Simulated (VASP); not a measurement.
# NaI (I4mm) in VASP: further runs

NaI is run at these levels: PBE; tasks: single point.

Everything below comes from runs of VASP 6.6.1. Logs are shortened: lines on timing, memory, paths and dates and some standing lists are left out, and cuts for length are marked.

### Step 1. The cell of the first run

Symmetry: I4mm, No. 107, tetragonal system. The conventional cell has a = 4.577 Å, b = 4.577 Å, c = 6.473 Å, α = 90.00°, β = 90.00°, γ = 90.00°. Within 3.9 Å of Na (site symmetry 4mm) lie 6 I at 2.92 to 3.55 Å. Within 3.9 Å of I (site symmetry 4mm) lie 6 Na at 2.92 to 3.55 Å.

### Step 2. Single point, PBE (all I atoms moved +0.312 Å, as atom 2 along Cartesian [0 1 0])

The input, INCAR:

```
SYSTEM = NaI
ALGO = Normal
EDIFF = 1E-7
ENCUT = 520
GGA = PE
ISIF = 2
ISMEAR = 0
LASPH = .TRUE.
LCHARG = .FALSE.
LREAL = .FALSE.
LWAVE = .FALSE.
NBANDS = 14
NELM = 80
PREC = Accurate
SIGMA = 0.05
```

The input, KPOINTS:

```
k-points
0
G
  6 6 6
  0 0 0
```

The input, POSCAR:

```
NaI
1.0
    0.0000000000      3.2364000000      3.2364000000
    3.2364000000      0.0000000000      3.2364000000
    3.2364000000      3.2364000000      0.0000000000
Na I
1 1
Direct
    0.0000000000      0.0000000000      0.0000000000
    0.5482789519      0.4517210481      0.5482789519
```

Potentials or basis: VASP PAW PBE potentials, release 64 (Na_pv, I).

Run with:

```bash
cat potpaw_PBE.64/Na_pv/POTCAR potpaw_PBE.64/I/POTCAR > POTCAR
mpirun -np 1 vasp_std > vasp.out
```

OUTCAR:

```text
SYSTEM = NaI
   EDIFF = 1E-7
   ENCUT = 520
   GGA = PE
   ISIF = 2
   ISMEAR = 0
   LASPH = .TRUE.
   LREAL = .FALSE.
   NELM = 80
   PREC = Accurate

 ion  position               nearest neighbor table
   1  0.000  0.000  0.000-   2 2.92
   2  0.548  0.452  0.548-   1 2.92

  LATTYP: Found a face centered cubic cell.
 ALAT       =     6.4728000000

  Lattice vectors:

 A1 = (   0.0000000000,   3.2364000000,   3.2364000000)
 A2 = (   3.2364000000,   0.0000000000,   3.2364000000)
 A3 = (   3.2364000000,   3.2364000000,   0.0000000000)

Analysis of symmetry for initial positions (statically):
=====================================================================
 Subroutine PRICEL returns:
 Original cell was already a primitive cell.

 Routine SETGRP: Setting up the symmetry group for a
 face centered cubic supercell.

 Subroutine GETGRP returns: Found  8 space group operations
 (whereof  8 operations were pure point group operations)
 out of a pool of 48 trial point group operations.

The static configuration has the point symmetry C_4v.

Analysis of symmetry for dynamics (positions and initial velocities):
=====================================================================
 Subroutine PRICEL returns:
 Original cell was already a primitive cell.

 Routine SETGRP: Setting up the symmetry group for a
 face centered cubic supercell.

 Subroutine GETGRP returns: Found  8 space group operations
 (whereof  8 operations were pure point group operations)
 out of a pool of 48 trial point group operations.

The dynamic configuration has the point symmetry C_4v.

 Subroutine INISYM returns: Found  8 space group operations
 (whereof  8 operations are pure point group operations),
 and found     1 'primitive' translations

----------------------------------------------------------------------------------------

                                     Primitive cell

  volume of cell :      67.7980

  direct lattice vectors                    reciprocal lattice vectors
     0.000000000  3.236400000  3.236400000    -0.154492646  0.154492646  0.154492646
     3.236400000  0.000000000  3.236400000     0.154492646 -0.154492646  0.154492646
     3.236400000  3.236400000  0.000000000     0.154492646  0.154492646 -0.154492646

  length of vectors
     4.576960773  4.576960773  4.576960773     0.267589113  0.267589113  0.267589113

  position of ions in fractional coordinates (direct lattice)
     0.000000000  0.000000000  0.000000000
     0.548278952  0.451721048  0.548278952

  ion indices of the primitive-cell ions
   primitive index   ion index
                 1           1
                 2           2

----------------------------------------------------------------------------------------

 KPOINTS: k-points

Automatic generation of k-mesh.
 Grid dimensions read from file:
 generate k-points for:    6    6    6

 Generating k-lattice:

  Cartesian coordinates                     Fractional coordinates (reciprocal lattice)
    -0.025748774  0.025748774  0.025748774     0.166666667  0.000000000  0.000000000
     0.025748774 -0.025748774  0.025748774     0.000000000  0.166666667  0.000000000
     0.025748774  0.025748774 -0.025748774     0.000000000  0.000000000  0.166666667

  Length of vectors
     0.044598185  0.044598185  0.044598185

  Shift w.r.t. Gamma in fractional coordinates (k-lattice)
     0.000000000  0.000000000  0.000000000

 Subroutine IBZKPT returns following result:
 ===========================================

 Found     30 irreducible k-points:

 Following reciprocal coordinates:
            Coordinates               Weight
  0.000000  0.000000  0.000000      1.000000
  0.166667  0.000000  0.000000      8.000000
  0.333333  0.000000  0.000000      8.000000
  0.500000  0.000000  0.000000      4.000000
  0.166667  0.166667  0.000000      4.000000
  0.166667  0.000000  0.166667      2.000000
[... 16 lines left out ...]
  0.500000  0.333333  0.166667      8.000000
  0.166667  0.500000  0.333333      8.000000
 [... further k-points ...]
   k-points           NKPTS =     30   k-points in BZ     NKDIM =     30   number of bands    NBANDS=     14
   number of dos      NEDOS =    301   number of ions     NIONS =      2
   total plane-waves  NPLWV =  46656
   dimension x,y,z NGX =    36 NGY =   36 NGZ =   36
   dimension x,y,z NGXF=    72 NGYF=   72 NGZF=   72
   ions per type =               1   1
   NGX,Y,Z   is equivalent  to a cutoff of  13.08, 13.08, 13.08 a.u.
   NGXF,Y,Z  is equivalent  to a cutoff of  26.15, 26.15, 26.15 a.u.
 SYSTEM =  NaI
   PREC   = accura    normal or accurate (medium, high low for compatibility)
   ISTART =      0    job   : 0-new  1-cont  2-samecut
   ICHARG =      2    charge: 1-file 2-atom 10-const
   ISPIN  =      1    spin polarized calculation?
   LNONCOLLINEAR =      F non collinear calculations
   LSORBIT =      F    spin-orbit coupling
   LASPH  =      T    aspherical Exc in radial PAW
   ENCUT  =  520.0 eV  38.22 Ry    6.18 a.u.   8.51  8.51  8.51*2*pi/ulx,y,z
   NELM   =     80;   NELMIN=  2; NELMDL= -5     # of ELM steps
   EDIFF  = 0.1E-06   stopping-criterion for ELM
   LREAL  =      F    real-space projection
   EDIFFG = 0.1E-05   stopping-criterion for IOM
   NSW    =      0    number of steps for IOM
   IBRION =     -1    ionic relax: 0-MD 1-quasi-New 2-CG
   NFREE  =      0    steps in history (QN), initial steepest desc. (CG)
   ISIF   =      2    stress and relaxation
   ISYM   =      2    0-nonsym 1-usesym 2-fastsym
   POTIM  = 0.5000    time-step for ionic-motion
   TEBEG  =    0.0;   TEEND  =   0.0 temperature during run
   PSTRESS=    0.0 pullay stress
   NELECT =      14.0000    total number of electrons
   NUPDOWN=      -1.0000    fix difference up-down
   EMIN   =  10.00;   EMAX   =-10.00  energy-range for DOS
   EFERMI =   0.00;   METHOD = LEGACY
   ISMEAR =     0;   SIGMA  =   0.05  broadening in eV -4-tet -1-fermi 0-gaus
   EFERMI_NEDOS =   21; number of points for ismear=-14 and -15
   IALGO  =     38    algorithm
   IMIX   =      4    mixing-type and parameters
     AMIX     =   0.40;   BMIX     =  1.00
     AMIX_MAG =   1.60;   BMIX_MAG =  1.00
  volume/ion in A,a.u.               =      33.90       228.76
  Fermi-wavevector in a.u.,A,eV,Ry     =   0.967636  1.828567 12.739397  0.936319
  Thomas-Fermi vector in A             =   2.097538
   LORBIT       =      0    0 simple, 1 ext, 2 COOP (PROOUT), +10 PAW based schemes
   GGA     = PE    functional components
   LHFCALC =     F    Hartree Fock is set to
   AEXX    =    0.0000 exact exchange contribution
   IVDW    =     0    specifies the selected vdW correction
   LEPSILON=     F    determine dielectric tensor
   LRPA    =     F    only Hartree local field effects (RPA)
 non-spin polarized calculation
 Gauss-broadening in eV      SIGMA  =   0.05
  energy-cutoff  :      520.00
  volume of cell :       67.80
 maximum number of plane-waves:      1853
 NGX is ok and might be reduce to    36
   NGX = 17   NGY = 17   NGZ = 17

 number of electron      13.9999992 magnetization

 Free energy of the ion-electron system (eV)
  ---------------------------------------------------
  ext. energy  EPLUGINS =         0.00000000
  ---------------------------------------------------
  free energy    TOTEN  =        -5.33266752 eV

  energy without entropy =       -5.33266752  energy(sigma->0) =       -5.33266752

 E-fermi :   1.0850     XC(G=0):  -7.6911

 val. band max:        0.8005288534   @ k =   0.0000   0.0000   0.0000
 cond. band min:       4.4578179884   @ k =   0.0000   0.0000   0.0000
 fundamental gap:      3.6572891350
 Fermi energy:         1.0850205346

 k-point     1 :       0.0000    0.0000    0.0000
  band No.  band energies     occupation
      1     -21.6134      2.00000
      2     -21.6085      2.00000
      3     -21.6085      2.00000
      4     -10.2215      2.00000
      5       0.7659      2.00000
      6       0.8005      2.00000
      7       0.8005      2.00000
      8       4.4578      0.00000
      9       8.7301      0.00000
     10       8.7301      0.00000
     11       8.7709      0.00000
     12      10.5705      0.00000
     13      10.6646      0.00000
     14      11.1917      0.00000

 k-point     2 :       0.1667    0.0000    0.0000
  band No.  band energies     occupation
      1     -21.6141      2.00000
      2     -21.6093      2.00000
      3     -21.6086      2.00000
      4     -10.1479      2.00000
      5       0.0631      2.00000
      6       0.7052      2.00000
      7       0.7269      2.00000
      8       5.2641      0.00000
      9       8.2392      0.00000
     10       8.9207      0.00000
     11       8.9573      0.00000
     12      10.0530      0.00000
     13      10.1462      0.00000
     14      11.6063      0.00000

 k-point     3 :       0.3333    0.0000    0.0000
  band No.  band energies     occupation
      1     -21.6159      2.00000
      2     -21.6104      2.00000
      3     -21.6088      2.00000
      4      -9.9920      2.00000
      5      -0.9580      2.00000
      6       0.5686      2.00000
      7       0.5892      2.00000
      8       5.9154      0.00000
      9       8.5078      0.00000
     10       8.5108      0.00000
     11       8.8254      0.00000
     12      10.8997      0.00000
     13      11.0682      0.00000
     14      11.1869      0.00000
[... 324 lines left out ...]
 k-point    23 :       0.5000    0.3333    0.1667
  band No.  band energies     occupation
      1     -21.6157      2.00000
      2     -21.6109      2.00000
      3     -21.6103      2.00000
      4      -9.8976      2.00000
      5      -0.8757      2.00000
      6      -0.1090      2.00000
      7       0.2779      2.00000
      8       6.7070      0.00000
      9       7.5357      0.00000
     10       7.8303      0.00000
     11       9.9017      0.00000
     12      10.9335      0.00000
     13      12.9572      0.00000
     14      13.7124      0.00000

 k-point    24 :       0.1667    0.5000    0.3333
  band No.  band energies     occupation
      1     -21.6156      2.00000
      2     -21.6120      2.00000
      3     -21.6094      2.00000
      4      -9.8978      2.00000
      5      -0.8715      2.00000
      6      -0.1283      2.00000
      7       0.2980      2.00000
      8       6.7446      0.00000
      9       7.5203      0.00000
     10       7.8126      0.00000
     11       9.8460      0.00000
     12      10.9197      0.00000
     13      12.9981      0.00000
     14      13.6720      0.00000

 [... further k-points ...]
[... 5 lines left out ...]
  --------------------------------------------------------------------------------------
  -------------------------------------------------------------------------------------
  Total        0.1402945      0.9690436      0.1402945     -0.0000000      0.0000000      0.0000000
  in kB        3.3153901     22.9000978      3.3153901     -0.0000000      0.0000000      0.0000000
  external PRESSURE =       9.8436260 kB  Pullay stress =       0.0000000 kB

 VOLUME and BASIS-vectors are now :
 -----------------------------------------------------------------------------
  energy-cutoff  :      520.00
  volume of cell :       67.80
      direct lattice vectors                 reciprocal lattice vectors
     0.000000000  3.236400000  3.236400000    -0.154492646  0.154492646  0.154492646
     3.236400000  0.000000000  3.236400000     0.154492646 -0.154492646  0.154492646
     3.236400000  3.236400000  0.000000000     0.154492646  0.154492646 -0.154492646

 POSITION                                       TOTAL-FORCE (eV/Angst)
 -----------------------------------------------------------------------------------
      0.00000      0.00000      0.00000         0.000000      0.390792      0.000000
      3.23640      3.54890      3.23640         0.000000     -0.390792      0.000000
 -----------------------------------------------------------------------------------
    total drift:                               -0.000000     -0.000153     -0.000000

  FREE ENERGIE OF THE ION-ELECTRON SYSTEM (eV)
  ---------------------------------------------------
  free  energy   TOTEN  =        -5.3326675164 eV

  energy  without entropy=       -5.3326675164  energy(sigma->0) =       -5.33266752
```

It used 67 s of CPU time on 1 thread of AMD EPYC 7R13 Processor (Zen 3), on a shared host.

What came out:

```yaml
Free_energy: -5.3327 eV
Pressure: 1.0 GPa
Largest_force: 0.391 eV/Å
Band_gap_on_the_k_mesh: 3.66 eV, direct
```

Forces on the atoms (eV/Å):
```
Na   0.000  0.391  0.000
I    0.000 -0.391  0.000
```

Caveat: the cell differs from its parent crystal (all I atoms moved +0.312 Å, as atom 2 along Cartesian [0 1 0]); spin-orbit coupling is left out, which moves the levels of the heavy elements.

### Step 3. Single point, PBE (all I atoms moved +0.188 Å, as atom 2 along Cartesian [0 1 0])

The input, INCAR:

```
SYSTEM = NaI
PREC = Accurate ; ENCUT = 520
EDIFF = 1E-6 ; ISMEAR = 0
SIGMA = 0.05 ; LREAL = .FALSE.
LASPH = .TRUE. ; NELM = 100
ALGO = Normal ; ISIF = 2
LWAVE = .FALSE. ; LCHARG = .FALSE.
GGA = PE ; NBANDS = 14
```

The input, KPOINTS:

```
regular mesh
0
G
  6 6 6
  0 0 0
```

POSCAR: that of step 2 with these lines changed.

```diff
@@ -9,2 +9,2 @@
     0.0000000000      0.0000000000      0.0000000000
-    0.5482789519      0.4517210481      0.5482789519
+    0.5289673712      0.4710326288      0.5289673712
```

Potentials or basis: VASP PAW PBE potentials, release 64 (Na_pv, I).

Run with:

```bash
cat potpaw_PBE.64/Na_pv/POTCAR potpaw_PBE.64/I/POTCAR > POTCAR
mpirun -np 1 vasp_std > vasp.out
```

It used 43 s of CPU time on 1 thread of AMD EPYC 7R13 Processor (Zen 3) (shared host).

The run converged. Its results:

- Free energy: -5.3681 eV
- Pressure: 0.6 GPa
- Largest force: 0.191 eV/Å
- Band gap on the k mesh: 3.65 eV, direct

Forces in eV/Å, atoms in the order of the input:
```
Na   0.000  0.191  0.000
I    0.000 -0.191  0.000
```

Stress tensor (GPa, compression positive):
```
0.41 0.00 0.00
0.00 1.09 0.00
0.00 0.00 0.41
```

Levels at points of the mesh, in eV from the valence-band top:
| k point | band 5 | band 6 | band 7 | band 8 | band 9 | band 10 |
| --- | --- | --- | --- | --- | --- | --- |
| (0.00, 0.00, 0.00) | -0.01 | 0.00 | 0.00 | 3.65 | 7.93 | 7.93 |
| (0.50, 0.00, 0.00) | -2.18 | -0.29 | -0.28 | 5.10 | 7.45 | 7.46 |
| (0.50, 0.50, 0.00) | -1.90 | -0.75 | -0.74 | 4.50 | 5.55 | 9.88 |
| (0.50, 0.00, 0.50) | -1.90 | -0.74 | -0.74 | 4.50 | 5.56 | 9.86 |

Caveat: the cell differs from its parent crystal (all I atoms moved +0.188 Å, as atom 2 along Cartesian [0 1 0]); spin-orbit coupling is left out, which moves the levels of the heavy elements.
